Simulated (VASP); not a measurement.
SnSe, 2 atoms in the cell. Symmetry: I4/mmm, No. 139, tetragonal system. Conventional cell: a = 4.227 Å, b = 4.227 Å, c = 6.067 Å, α = 90.00°, β = 90.00°, γ = 90.00°. Sn (site symmetry 4/mmm) has 6 Se at 2.99 to 3.03 Å within 3.9 Å. Within 3.9 Å of Se (site symmetry 4/mmm) lie 6 Sn at 2.99 to 3.03 Å.  This cell differs from its parent crystal: strain +0.000 along x and y, +0.015 along z.

| Item | Value |
| --- | --- |
| Program | VASP 6.6.1 |
| Task | single point |
| Functional | PBE |
| Dispersion | D3(BJ) |
| Potentials or basis | VASP PAW PBE potentials, release 64 (Sn_d, Se) |
| Cutoff | 520 eV |
| k mesh | 10 × 10 × 10 |
| Occupations | gaussian, width 0.05 eV |
| Spin | no spin polarisation |
| Dipole correction | no |
| Further INCAR settings | ALGO = Normal; EDIFF = 1e-06; NBANDS = 17 |

Potentials or basis: VASP PAW PBE potentials, release 64 (Sn_d, Se).

The run is started by

```bash
$ cat potpaw_PBE.64/Sn_d/POTCAR potpaw_PBE.64/Se/POTCAR > POTCAR
$ mpirun -np 1 vasp_std > vasp.out
```

Hardware: 1 thread of Intel(R) Xeon(R) 6975P-C (Granite Rapids), with other jobs on the host.

**Question.** Estimate the wall time of this run.

**Answer.** It took 23 s on 1 thread of Intel(R) Xeon(R) 6975P-C (Granite Rapids), with other jobs on the host, peak memory 0.24 GiB. Counts: scf iterations 12, k points 102.
